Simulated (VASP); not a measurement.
# Zn2C in VASP: a series of runs

Zn2C is run at these levels: PBE, r2SCAN; tasks: single point.

Program: VASP 6.6.1. These are calculated values, not measurements. Logs are shortened: lines on timing, memory, paths and dates and some standing lists are left out, and cuts for length are marked.

## (1) The cell of the first run

Symmetry: Fm-3m, No. 225, cubic system. The conventional cell has a = 4.888 Å, b = 4.888 Å, c = 4.888 Å, α = 90.00°, β = 90.00°, γ = 90.00°. Within 2.8 Å of C (site symmetry m-3m) lie 8 Zn at 2.12 Å. Within 2.8 Å of Zn (site symmetry -43m) lie 4 C at 2.12 Å and 6 Zn at 2.44 Å.

## (2) Single point, PBE (strain -5.2%)

File INCAR:

```
SYSTEM = Zn2C
PREC = Accurate
ENCUT = 520
EDIFF = 1E-6
ISMEAR = -1
SIGMA = 0.02
LREAL = .FALSE.
LASPH = .TRUE.
NELM = 100
ALGO = Normal
ISIF = 2
LWAVE = .FALSE.
LCHARG = .FALSE.
GGA = PE
NBANDS = 21
```

File KPOINTS:

```
Automatic mesh
0
G
  8 8 8
  0 0 0
```

File POSCAR:

```
Zn2C
1.0
    0.0000000000      2.4441534726      2.4441534726
    2.4441534726      0.0000000000      2.4441534726
    2.4441534726      2.4441534726      0.0000000000
C Zn
1 2
Direct
    0.0000000000      0.0000000000      0.0000000000
    0.2500000000      0.2500000000      0.2500000000
    0.7500000000      0.7500000000      0.7500000000
```

Potentials or basis: VASP PAW PBE potentials, release 64 (C, Zn).

Launch:

```sh
cat potpaw_PBE.64/C/POTCAR potpaw_PBE.64/Zn/POTCAR > POTCAR
mpirun -np 1 vasp_std > vasp.out
```

OUTCAR:

```text
SYSTEM = Zn2C
   PREC = Accurate
   ENCUT = 520
   EDIFF = 1E-6
   ISMEAR = -1
   LREAL = .FALSE.
   LASPH = .TRUE.
   NELM = 100
   ISIF = 2
   GGA = PE

 ion  position               nearest neighbor table
   1  0.000  0.000  0.000-   3 2.12   3 2.12   3 2.12   2 2.12   3 2.12   2 2.12   2 2.12   2 2.12

   2  0.250  0.250  0.250-   1 2.12   1 2.12   1 2.12   1 2.12   3 2.44   3 2.44   3 2.44   3 2.44
                             3 2.44   3 2.44
   3  0.750  0.750  0.750-   1 2.12   1 2.12   1 2.12   1 2.12   2 2.44   2 2.44   2 2.44   2 2.44
                             2 2.44   2 2.44

  LATTYP: Found a face centered cubic cell.
 ALAT       =     4.8883069452

  Lattice vectors:

 A1 = (   0.0000000000,   2.4441534726,   2.4441534726)
 A2 = (   2.4441534726,   0.0000000000,   2.4441534726)
 A3 = (   2.4441534726,   2.4441534726,   0.0000000000)

Analysis of symmetry for initial positions (statically):
=====================================================================
 Subroutine PRICEL returns:
 Original cell was already a primitive cell.

 Routine SETGRP: Setting up the symmetry group for a
 face centered cubic supercell.

 Subroutine GETGRP returns: Found 48 space group operations
 (whereof 48 operations were pure point group operations)
 out of a pool of 48 trial point group operations.

The static configuration has the point symmetry O_h .

Analysis of symmetry for dynamics (positions and initial velocities):
=====================================================================
 Subroutine PRICEL returns:
 Original cell was already a primitive cell.

 Routine SETGRP: Setting up the symmetry group for a
 face centered cubic supercell.

 Subroutine GETGRP returns: Found 48 space group operations
 (whereof 48 operations were pure point group operations)
 out of a pool of 48 trial point group operations.

The dynamic configuration has the point symmetry O_h .

 Subroutine INISYM returns: Found 48 space group operations
 (whereof 48 operations are pure point group operations),
 and found     1 'primitive' translations

----------------------------------------------------------------------------------------

                                     Primitive cell

  volume of cell :      29.2022

  direct lattice vectors                    reciprocal lattice vectors
     0.000000000  2.444153473  2.444153473    -0.204569805  0.204569805  0.204569805
     2.444153473  0.000000000  2.444153473     0.204569805 -0.204569805  0.204569805
     2.444153473  2.444153473  0.000000000     0.204569805  0.204569805 -0.204569805

  length of vectors
     3.456554989  3.456554989  3.456554989     0.354325296  0.354325296  0.354325296

  position of ions in fractional coordinates (direct lattice)
     0.000000000  0.000000000  0.000000000
     0.250000000  0.250000000  0.250000000
     0.750000000  0.750000000  0.750000000

  ion indices of the primitive-cell ions
   primitive index   ion index
                 1           1
                 2           2
                 3           3

----------------------------------------------------------------------------------------

 KPOINTS: Automatic mesh

Automatic generation of k-mesh.
 Grid dimensions read from file:
 generate k-points for:    8    8    8

 Generating k-lattice:

  Cartesian coordinates                     Fractional coordinates (reciprocal lattice)
    -0.025571226  0.025571226  0.025571226     0.125000000  0.000000000  0.000000000
     0.025571226 -0.025571226  0.025571226     0.000000000  0.125000000  0.000000000
     0.025571226  0.025571226 -0.025571226     0.000000000  0.000000000  0.125000000

  Length of vectors
     0.044290662  0.044290662  0.044290662

  Shift w.r.t. Gamma in fractional coordinates (k-lattice)
     0.000000000  0.000000000  0.000000000

 Subroutine IBZKPT returns following result:
 ===========================================

 Found     29 irreducible k-points:

 Following reciprocal coordinates:
            Coordinates               Weight
  0.000000  0.000000  0.000000      1.000000
  0.125000  0.000000  0.000000      8.000000
  0.250000  0.000000  0.000000      8.000000
  0.375000  0.000000  0.000000      8.000000
  0.500000  0.000000  0.000000      4.000000
  0.125000  0.125000  0.000000      6.000000
[... 16 lines left out ...]
  0.500000  0.250000  0.125000     48.000000
 -0.375000  0.250000  0.125000     24.000000
 [... further k-points ...]
   k-points           NKPTS =     29   k-points in BZ     NKDIM =     29   number of bands    NBANDS=     21
   number of dos      NEDOS =    301   number of ions     NIONS =      3
   total plane-waves  NPLWV =  21952
   dimension x,y,z NGX =    28 NGY =   28 NGZ =   28
   dimension x,y,z NGXF=    56 NGYF=   56 NGZF=   56
   ions per type =               1   2
   NGX,Y,Z   is equivalent  to a cutoff of  13.47, 13.47, 13.47 a.u.
   NGXF,Y,Z  is equivalent  to a cutoff of  26.93, 26.93, 26.93 a.u.
 SYSTEM =  Zn2C
   PREC   = accura    normal or accurate (medium, high low for compatibility)
   ISTART =      0    job   : 0-new  1-cont  2-samecut
   ICHARG =      2    charge: 1-file 2-atom 10-const
   ISPIN  =      1    spin polarized calculation?
   LNONCOLLINEAR =      F non collinear calculations
   LSORBIT =      F    spin-orbit coupling
   LASPH  =      T    aspherical Exc in radial PAW
   ENCUT  =  520.0 eV  38.22 Ry    6.18 a.u.   6.43  6.43  6.43*2*pi/ulx,y,z
   NELM   =    100;   NELMIN=  2; NELMDL= -5     # of ELM steps
   EDIFF  = 0.1E-05   stopping-criterion for ELM
   LREAL  =      F    real-space projection
   EDIFFG = 0.1E-04   stopping-criterion for IOM
   NSW    =      0    number of steps for IOM
   IBRION =     -1    ionic relax: 0-MD 1-quasi-New 2-CG
   NFREE  =      0    steps in history (QN), initial steepest desc. (CG)
   ISIF   =      2    stress and relaxation
   ISYM   =      2    0-nonsym 1-usesym 2-fastsym
   POTIM  = 0.5000    time-step for ionic-motion
   TEBEG  =    0.0;   TEEND  =   0.0 temperature during run
   PSTRESS=    0.0 pullay stress
   NELECT =      28.0000    total number of electrons
   NUPDOWN=      -1.0000    fix difference up-down
   EMIN   =  10.00;   EMAX   =-10.00  energy-range for DOS
   EFERMI =   0.00;   METHOD = LEGACY
   ISMEAR =    -1;   SIGMA  =   0.02  broadening in eV -4-tet -1-fermi 0-gaus
   EFERMI_NEDOS =   21; number of points for ismear=-14 and -15
   IALGO  =     38    algorithm
   IMIX   =      4    mixing-type and parameters
     AMIX     =   0.40;   BMIX     =  1.00
     AMIX_MAG =   1.60;   BMIX_MAG =  1.00
  volume/ion in A,a.u.               =       9.73        65.69
  Fermi-wavevector in a.u.,A,eV,Ry     =   1.614318  3.050618 35.457082  2.606022
  Thomas-Fermi vector in A             =   2.709246
   LORBIT       =      0    0 simple, 1 ext, 2 COOP (PROOUT), +10 PAW based schemes
   GGA     = PE    functional components
   LHFCALC =     F    Hartree Fock is set to
   AEXX    =    0.0000 exact exchange contribution
   IVDW    =     0    specifies the selected vdW correction
   LEPSILON=     F    determine dielectric tensor
   LRPA    =     F    only Hartree local field effects (RPA)
 non-spin polarized calculation
  energy-cutoff  :      520.00
  volume of cell :       29.20
 maximum number of plane-waves:       817
 NGX is ok and might be reduce to    28
   NGX = 13   NGY = 13   NGZ = 13

 number of electron      27.9999978 magnetization

 Free energy of the ion-electron system (eV)
  ---------------------------------------------------
  ext. energy  EPLUGINS =         0.00000000
  ---------------------------------------------------
  free energy    TOTEN  =        -8.61661858 eV

  energy without entropy =       -8.61661857  energy(sigma->0) =       -8.61661858

 E-fermi :   6.6007     XC(G=0): -12.9511

 val. band max:        6.3079580139   @ k =   0.0000   0.0000   0.0000
 cond. band min:       6.8714472656   @ k =   0.0000   0.0000   0.0000
 fundamental gap:      0.5634892517
 Fermi energy:         6.6006999218

 k-point     1 :       0.0000    0.0000    0.0000
  band No.  band energies     occupation
      1      -9.4269      2.00000
      2      -3.4168      2.00000
      3      -3.4168      2.00000
      4      -3.4168      2.00000
      5      -3.0573      2.00000
      6      -3.0573      2.00000
[... 13 lines left out ...]
     20      18.1921      0.00000
     21      18.1924      0.00000

 k-point     2 :       0.1250    0.0000    0.0000
  band No.  band energies     occupation
      1      -9.1899      2.00000
      2      -3.4433      2.00000
      3      -3.3479      2.00000
      4      -3.3479      2.00000
      5      -2.9824      2.00000
      6      -2.9824      2.00000
[... 13 lines left out ...]
     20      17.1705      0.00000
     21      17.5489      0.00000

 k-point     3 :       0.2500    0.0000    0.0000
  band No.  band energies     occupation
      1      -8.5299      2.00000
      2      -3.4880      2.00000
      3      -3.1608      2.00000
      4      -3.1608      2.00000
      5      -2.7632      2.00000
      6      -2.7632      2.00000
[... 13 lines left out ...]
     20      16.7646      0.00000
     21      16.7646      0.00000
[... 457 lines left out ...]
 k-point    23 :       0.5000    0.2500    0.1250
  band No.  band energies     occupation
      1      -7.2592      2.00000
      2      -3.5674      2.00000
      3      -2.7712      2.00000
      4      -2.6900      2.00000
      5      -2.4348      2.00000
      6      -2.3178      2.00000
[... 13 lines left out ...]
     20      19.1977      0.00000
     21      20.7343      0.00000

 k-point    24 :      -0.3750    0.2500    0.1250
  band No.  band energies     occupation
      1      -6.8903      2.00000
      2      -3.2464      2.00000
      3      -2.9582      2.00000
      4      -2.6404      2.00000
      5      -2.3057      2.00000
      6      -2.2550      2.00000
[... 13 lines left out ...]
     20      18.1052      0.00000
     21      20.6831      0.00000

 [... further k-points ...]

------------------------ aborting loop because EDIFF is reached ----------------------------------------

  FORCE on cell =-STRESS in cart. coord.  units (eV):
  Direction    XX          YY          ZZ          XY          YZ          ZX
  --------------------------------------------------------------------------------------
  -------------------------------------------------------------------------------------
  Total        7.2988879      7.2988879      7.2988879      0.0000000      0.0000000      0.0000000
  in kB      400.4532845    400.4532845    400.4532845      0.0000000      0.0000000      0.0000000
  external PRESSURE =     400.4532845 kB  Pullay stress =       0.0000000 kB

 VOLUME and BASIS-vectors are now :
 -----------------------------------------------------------------------------
  energy-cutoff  :      520.00
  volume of cell :       29.20
      direct lattice vectors                 reciprocal lattice vectors
     0.000000000  2.444153473  2.444153473    -0.204569805  0.204569805  0.204569805
     2.444153473  0.000000000  2.444153473     0.204569805 -0.204569805  0.204569805
     2.444153473  2.444153473  0.000000000     0.204569805  0.204569805 -0.204569805

 POSITION                                       TOTAL-FORCE (eV/Angst)
 -----------------------------------------------------------------------------------
      0.00000      0.00000      0.00000         0.000000     -0.000000     -0.000000
      1.22208      1.22208      1.22208        -0.000000     -0.000000     -0.000000
      3.66623      3.66623      3.66623         0.000000      0.000000      0.000000
 -----------------------------------------------------------------------------------
    total drift:                                0.000000      0.000000      0.000000

  FREE ENERGIE OF THE ION-ELECTRON SYSTEM (eV)
  ---------------------------------------------------
  free  energy   TOTEN  =        -8.6166185767 eV

  energy  without entropy=       -8.6166185736  energy(sigma->0) =       -8.61661858
```

Run time: 14 s. Hardware: 1 thread of Intel Xeon Platinum 8488C (Sapphire Rapids), shared host; peak memory 0.16 GiB.

Results:

- Free energy: -8.6166 eV
- Pressure: 40.0 GPa
- Band gap on the k mesh: 0.56 eV

Caveat: the cell differs from its parent crystal (strain -5.2%); the cell stands under pressure. A k mesh can miss the band edges.

(Continued in part 2 of 2.)
